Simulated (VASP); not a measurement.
# Mg (Cmce) in VASP: relaxation of cell and atoms with r2SCAN

Aim: the relaxation of cell and atoms of Mg with r2SCAN.

Everything below comes from runs of VASP 6.6.1. Logs are shortened: lines on timing, memory, paths and dates and some standing lists are left out, and cuts for length are marked.

### Step 1. The cell of the first run

The structure is orthorhombic, space group Cmce (No. 64). The conventional cell has a = 3.547 Å, b = 11.253 Å, c = 4.694 Å, α = 90.00°, β = 90.00°, γ = 90.00°. Within 3.1 Å of Mg (site symmetry m) lie 3 Mg at 2.32 to 2.36 Å.

### Step 2. Relaxation of cell and atoms, r2SCAN

File POSCAR:

```
Mg
1.0
    1.7737339958     -5.6266486271      0.0000000000
    1.7737339958      5.6266486271      0.0000000000
    0.0000000000      0.0000000000      4.6942325689
Mg
4
Direct
    0.0980000000      0.9020000000      0.9100000000
    0.5980000000      0.4020000000      0.5900000000
    0.9020000000      0.0980000000      0.0900000000
    0.4020000000      0.5980000000      0.4100000000
```

File INCAR.step1:

```
SYSTEM = Mg
  PREC = Accurate
  ENCUT = 600
  ISMEAR = 0
  SIGMA = 0.1
  LREAL = .FALSE.
  LASPH = .TRUE.
  NELM = 100
  GGA = PE
  ALGO = Normal
  EDIFF = 1E-4
  LWAVE = .TRUE.
  LCHARG = .FALSE.
```

File INCAR.step2:

```
SYSTEM = Mg
  PREC = Accurate
  ENCUT = 600
  EDIFF = 1E-6
  ISMEAR = 0
  SIGMA = 0.1
  LREAL = .FALSE.
  LASPH = .TRUE.
  NELM = 100
  ALGO = Normal
  ISIF = 3
  LWAVE = .FALSE.
  LCHARG = .FALSE.
  METAGGA = R2SCAN
  LMIXTAU = .TRUE.
  IBRION = 2
  NSW = 90
  EDIFFG = -0.04
  ISTART = 1
```

File KPOINTS:

```
regular mesh
0
G
  6 6 4
  0 0 0
```

Potentials or basis: VASP PAW PBE potentials, release 64 (Mg).

On the command line:

```
$ cat potpaw_PBE.64/Mg/POTCAR > POTCAR
$ cp INCAR.step1 INCAR
$ mpirun -np 1 vasp_std > vasp.out
$ cp INCAR.step2 INCAR
$ mpirun -np 1 vasp_std > vasp.out
```

OUTCAR:

```text
SYSTEM = Mg
   PREC = Accurate
   ENCUT = 600
   EDIFF = 1E-6
   ISMEAR = 0
   LREAL = .FALSE.
   LASPH = .TRUE.
   NELM = 100
   ISIF = 3
   METAGGA = R2SCAN
   IBRION = 2
   NSW = 90
   EDIFFG = -0.04
   ISTART = 1

 ion  position               nearest neighbor table
   1  0.098  0.902  0.910-   2 2.32   2 2.32   3 2.36   2 3.65   2 3.65
   2  0.598  0.402  0.590-   1 2.32   1 2.32   4 2.36   1 3.65   1 3.65
   3  0.902  0.098  0.090-   4 2.32   4 2.32   1 2.36   4 3.65   4 3.65
   4  0.402  0.598  0.410-   3 2.32   3 2.32   2 2.36   3 3.65   3 3.65

  LATTYP: Found a base centered orthorhombic cell.
 ALAT       =     3.5474679916
 B/A-ratio  =     3.1722054380
 C/A-ratio  =     1.3232628399

  Lattice vectors:

 A1 = (   1.7737339958,  -5.6266486271,   0.0000000000)
 A2 = (   1.7737339958,   5.6266486271,   0.0000000000)
 A3 = (   0.0000000000,   0.0000000000,   4.6942325689)

Analysis of symmetry for initial positions (statically):
=====================================================================
 Subroutine PRICEL returns:
 Original cell was already a primitive cell.

 Routine SETGRP: Setting up the symmetry group for a
 base centered orthorhombic supercell.

 Subroutine GETGRP returns: Found  8 space group operations
 (whereof  4 operations were pure point group operations)
 out of a pool of  8 trial point group operations.

The static configuration has the point symmetry C_2h.
 The point group associated with its full space group is D_2h.

Analysis of symmetry for dynamics (positions and initial velocities):
=====================================================================
 Subroutine PRICEL returns:
 Original cell was already a primitive cell.

 Routine SETGRP: Setting up the symmetry group for a
 base centered orthorhombic supercell.

 Subroutine GETGRP returns: Found  8 space group operations
 (whereof  4 operations were pure point group operations)
 out of a pool of  8 trial point group operations.

The dynamic configuration has the point symmetry C_2h.
 The point group associated with its full space group is D_2h.

 Subroutine INISYM returns: Found  8 space group operations
 (whereof  4 operations are pure point group operations),
 and found     1 'primitive' translations

----------------------------------------------------------------------------------------

                                     Primitive cell

  volume of cell :      93.6986

  direct lattice vectors                    reciprocal lattice vectors
     1.773733996 -5.626648627  0.000000000     0.281891197 -0.088862844  0.000000000
     1.773733996  5.626648627  0.000000000     0.281891197  0.088862844  0.000000000
     0.000000000  0.000000000  4.694232569     0.000000000  0.000000000  0.213027366

  length of vectors
     5.899602280  5.899602280  4.694232569     0.295565986  0.295565986  0.213027366

  position of ions in fractional coordinates (direct lattice)
     0.098000000  0.902000000  0.910000000
     0.598000000  0.402000000  0.590000000
     0.902000000  0.098000000  0.090000000
     0.402000000  0.598000000  0.410000000

  ion indices of the primitive-cell ions
   primitive index   ion index
                 1           1
                 2           2
                 3           3
                 4           4

----------------------------------------------------------------------------------------

 KPOINTS: regular mesh

Automatic generation of k-mesh.
 Grid dimensions read from file:
 generate k-points for:    6    6    4

 Generating k-lattice:

  Cartesian coordinates                     Fractional coordinates (reciprocal lattice)
     0.046981866 -0.014810474  0.000000000     0.166666667  0.000000000  0.000000000
     0.046981866  0.014810474  0.000000000     0.000000000  0.166666667  0.000000000
     0.000000000  0.000000000  0.053256842     0.000000000  0.000000000  0.250000000

  Length of vectors
     0.049260998  0.049260998  0.053256842

  Shift w.r.t. Gamma in fractional coordinates (k-lattice)
     0.000000000  0.000000000  0.000000000

 Subroutine IBZKPT returns following result:
 ===========================================

 Found     39 irreducible k-points:

 Following reciprocal coordinates:
            Coordinates               Weight
  0.000000  0.000000  0.000000      1.000000
  0.166667  0.000000  0.000000      4.000000
  0.333333  0.000000  0.000000      4.000000
  0.500000  0.000000  0.000000      2.000000
  0.166667  0.166667  0.000000      2.000000
  0.333333  0.166667  0.000000      4.000000
[... 16 lines left out ...]
  0.333333  0.333333  0.250000      4.000000
  0.500000  0.333333  0.250000      8.000000
 [... further k-points ...]
   k-points           NKPTS =     39   k-points in BZ     NKDIM =     39   number of bands    NBANDS=      8
   number of dos      NEDOS =    301   number of ions     NIONS =      4
   total plane-waves  NPLWV =  92160
   dimension x,y,z NGX =    48 NGY =   48 NGZ =   40
   dimension x,y,z NGXF=    96 NGYF=   96 NGZF=   80
   ions per type =               4
   NGX,Y,Z   is equivalent  to a cutoff of  13.53, 13.53, 14.17 a.u.
   NGXF,Y,Z  is equivalent  to a cutoff of  27.05, 27.05, 28.33 a.u.
 SYSTEM =  Mg
   PREC   = accura    normal or accurate (medium, high low for compatibility)
   ISTART =      1    job   : 0-new  1-cont  2-samecut
   ICHARG =      0    charge: 1-file 2-atom 10-const
   ISPIN  =      1    spin polarized calculation?
   LNONCOLLINEAR =      F non collinear calculations
   LSORBIT =      F    spin-orbit coupling
   LASPH  =      T    aspherical Exc in radial PAW
   ENCUT  =  600.0 eV  44.10 Ry    6.64 a.u.  11.78 11.78  9.38*2*pi/ulx,y,z
   NELM   =    100;   NELMIN=  2; NELMDL=  0     # of ELM steps
   EDIFF  = 0.1E-05   stopping-criterion for ELM
   LREAL  =      F    real-space projection
   EDIFFG = -.4E-01   stopping-criterion for IOM
   NSW    =     90    number of steps for IOM
   IBRION =      2    ionic relax: 0-MD 1-quasi-New 2-CG
   NFREE  =      1    steps in history (QN), initial steepest desc. (CG)
   ISIF   =      3    stress and relaxation
   ISYM   =      2    0-nonsym 1-usesym 2-fastsym
   POTIM  = 0.5000    time-step for ionic-motion
   TEBEG  =    0.0;   TEEND  =   0.0 temperature during run
   PSTRESS=    0.0 pullay stress
   NELECT =       8.0000    total number of electrons
   NUPDOWN=      -1.0000    fix difference up-down
   EMIN   =  10.00;   EMAX   =-10.00  energy-range for DOS
   EFERMI =   0.00;   METHOD = LEGACY
   ISMEAR =     0;   SIGMA  =   0.10  broadening in eV -4-tet -1-fermi 0-gaus
   EFERMI_NEDOS =   21; number of points for ismear=-14 and -15
   IALGO  =     38    algorithm
   IMIX   =      4    mixing-type and parameters
     AMIX     =   0.40;   BMIX     =  1.00
     AMIX_MAG =   1.60;   BMIX_MAG =  1.00
  volume/ion in A,a.u.               =      23.42       158.08
  Fermi-wavevector in a.u.,A,eV,Ry     =   0.720876  1.362258  7.070432  0.519662
  Thomas-Fermi vector in A             =   1.810440
   LORBIT       =      0    0 simple, 1 ext, 2 COOP (PROOUT), +10 PAW based schemes
   METAGGA = R2SCAN    functional components
   LHFCALC =     F    Hartree Fock is set to
   AEXX    =    0.0000 exact exchange contribution
   IVDW    =     0    specifies the selected vdW correction
   LEPSILON=     F    determine dielectric tensor
   LRPA    =     F    only Hartree local field effects (RPA)
 conjugate gradient relaxation of ions
 non-spin polarized calculation
 Gauss-broadening in eV      SIGMA  =   0.10
  energy-cutoff  :      600.00
  volume of cell :       93.70
 maximum number of plane-waves:      3145
   NGX = 23   NGY = 23   NGZ = 19

--------------------------------------- Ionic step        1  -------------------------------------------

 number of electron       8.0000000 magnetization

 Free energy of the ion-electron system (eV)
  ---------------------------------------------------
  ext. energy  EPLUGINS =         0.00000000
  ---------------------------------------------------
  free energy    TOTEN  =       -10.44780108 eV

  energy without entropy =      -10.43059383  energy(sigma->0) =      -10.43919745

------------------------ aborting loop because EDIFF is reached ----------------------------------------

  FORCE on cell =-STRESS in cart. coord.  units (eV):
  Direction    XX          YY          ZZ          XY          YZ          ZX
  --------------------------------------------------------------------------------------
  -------------------------------------------------------------------------------------
  Total       11.9616255      8.1921062      9.8489076      0.0000000      0.0000000      0.0000000
  in kB      204.5351258    140.0790770    168.4091809      0.0000000      0.0000000      0.0000000
  external PRESSURE =     171.0077946 kB  Pullay stress =       0.0000000 kB
[... 95 lines left out ...]
  FREE ENERGIE OF THE ION-ELECTRON SYSTEM (eV)
  ---------------------------------------------------
  free  energy   TOTEN  =       -13.9218122017 eV

  energy  without entropy=      -13.9065148072  energy(sigma->0) =      -13.91416350

[... ionic steps 4 to 23 ...]

--------------------------------------- Ionic step       24  -------------------------------------------

 number of electron       8.0000000 magnetization

------------------------ aborting loop because EDIFF is reached ----------------------------------------

  FORCE on cell =-STRESS in cart. coord.  units (eV):
  Direction    XX          YY          ZZ          XY          YZ          ZX
  --------------------------------------------------------------------------------------
  -------------------------------------------------------------------------------------
  Total       -0.0979225      0.0489312     -0.0825181      0.0000000      0.0000000      0.0000000
  in kB       -1.6475691      0.8232791     -1.3883854      0.0000000      0.0000000      0.0000000
  external PRESSURE =      -0.7375584 kB  Pullay stress =       0.0000000 kB
[... 61 lines left out ...]
  energy  without entropy=      -15.9064736139  energy(sigma->0) =      -15.90893732

--------------------------------------- Ionic step       26  -------------------------------------------

 number of electron       8.0000000 magnetization

 Free energy of the ion-electron system (eV)
  ---------------------------------------------------
  ext. energy  EPLUGINS =         0.00000000
  ---------------------------------------------------
  free energy    TOTEN  =       -15.91180328 eV

  energy without entropy =      -15.90696463  energy(sigma->0) =      -15.90938396

 E-fermi :   2.4769     XC(G=0):  -8.9319

 val. band max:        2.4259494001   @ k =   0.3333   0.0000   0.0000
 cond. band min:       2.5193209001   @ k =   0.5000   0.5000   0.0000
 fundamental gap:      0.0933715000
 Fermi energy:         2.4769387711

 k-point     1 :       0.0000    0.0000    0.0000
  band No.  band energies     occupation
      1      -4.8137      2.00000
      2       0.0385      2.00000
      3       0.1861      2.00000
      4       0.4501      2.00000
      5       1.0478      2.00000
      6       4.7193      0.00000
      7       5.1367      0.00000
      8       5.6615      0.00000
[... 243 lines left out ...]
 k-point    24 :       0.5000    0.3333    0.2500
  band No.  band energies     occupation
      1      -3.2018      2.00000
      2      -2.2444      2.00000
      3      -0.4496      2.00000
      4       0.4957      2.00000
      5       4.8781      0.00000
      6       5.5185      0.00000
      7       5.6606      0.00000
      8       6.3519      0.00000

 [... further k-points ...]
[... 5 lines left out ...]
  --------------------------------------------------------------------------------------
  -------------------------------------------------------------------------------------
  Total       -0.0057277      0.0139275     -0.0068456      0.0000000      0.0000000      0.0000000
  in kB       -0.0965356      0.2347376     -0.1153770      0.0000000      0.0000000      0.0000000
  external PRESSURE =       0.0076083 kB  Pullay stress =       0.0000000 kB
[... 19 lines left out ...]
  FREE ENERGIE OF THE ION-ELECTRON SYSTEM (eV)
  ---------------------------------------------------
  free  energy   TOTEN  =       -15.9118032791 eV

  energy  without entropy=      -15.9069646331  energy(sigma->0) =      -15.90938396

 reached required accuracy - stopping structural energy minimisation
```

It took 44 min on 1 thread of Intel Xeon Platinum 8259CL at 2.50GHz (Skylake/Cascade Lake), shared host; peak memory 0.34 GiB.

Results:

| Item | Value |
| --- | --- |
| Free energy | -15.9118 eV |
| Relaxed volume | 23.77 Å³/atom |
| Relaxed cell | a = 5.892 Å, b = 5.892 Å, c = 5.324 Å, α = 90.00°, β = 90.00°, γ = 149.05° |
| Space group after relaxing (to 0.05 Å) | Fmmm (No. 69) |
| Energy gained by relaxing | 1366.0 meV/atom |
| Ionic steps | 26 |
| Pressure after relaxing | 0.0 GPa |
| Largest force after relaxing | 0.028 eV/Å |
| Band gap on the k mesh | zero (band 4 reaches 3.07 eV, above the bottom of band 5 at 1.05 eV) |

Forces on the atoms (eV/Å):
```
Mg   0.000 -0.027 -0.007
Mg   0.000 -0.027  0.007
Mg   0.000  0.027  0.007
Mg   0.000  0.027 -0.007
```

The path:
```tsv
step	energy change (eV)	largest force (eV/Å)	pressure (GPa)	volume (Å³)
1	0.0000	4.3538	17.10	93.70
2	-3.4451	1.2019	-1.77	131.80
3	-3.4740	1.0372	-2.45	135.96
4	-3.8797	1.0190	-2.71	128.18
5	-4.8234	0.8829	-1.33	106.33
6	-1.0347	3.0104	35.91	69.12
7	-4.7795	1.1041	0.00	102.34
8	-4.7406	0.6766	5.13	89.88
9	-4.8385	0.9688	1.96	96.23
10	-5.0739	0.4679	2.03	94.05
11	-5.1791	0.1460	2.80	91.52
12	-5.3136	0.1068	1.05	94.49
13	-5.3814	0.0917	-1.29	100.03
14	-5.3849	0.0981	-1.00	99.17
15	-5.3853	0.0991	-0.84	98.72
16	-5.3973	0.1090	-0.55	97.64
17	-5.4147	0.1119	0.33	94.66
18	-5.4151	0.1099	0.50	94.07
19	-5.4245	0.0793	0.33	94.21
20	-5.4380	0.0108	0.14	94.48
21	-5.4520	0.0266	0.03	94.79
22	-5.4537	0.0417	-0.13	95.61
23	-5.4636	0.0415	-0.08	95.26
24	-5.4636	0.0418	-0.07	95.22
25	-5.4636	0.0417	-0.08	95.24
26	-5.4640	0.0276	0.00	95.06
```

Final structure:
```yaml
crystal:
  lattice:
    - [1.57215, -5.67864, 0.00000]
    - [1.57215, 5.67864, 0.00000]
    - [0.00000, 0.00000, 5.32396]
  atoms:
    - { symbol: Mg, position: [0.13248, 0.86752, 0.00024] }
    - { symbol: Mg, position: [0.63248, 0.36752, 0.49976] }
    - { symbol: Mg, position: [0.86752, 0.13248, 0.99976] }
    - { symbol: Mg, position: [0.36752, 0.63248, 0.50024] }
```

Caveat: the PAW data sets were made with another functional, which shifts forces and pressure a little.
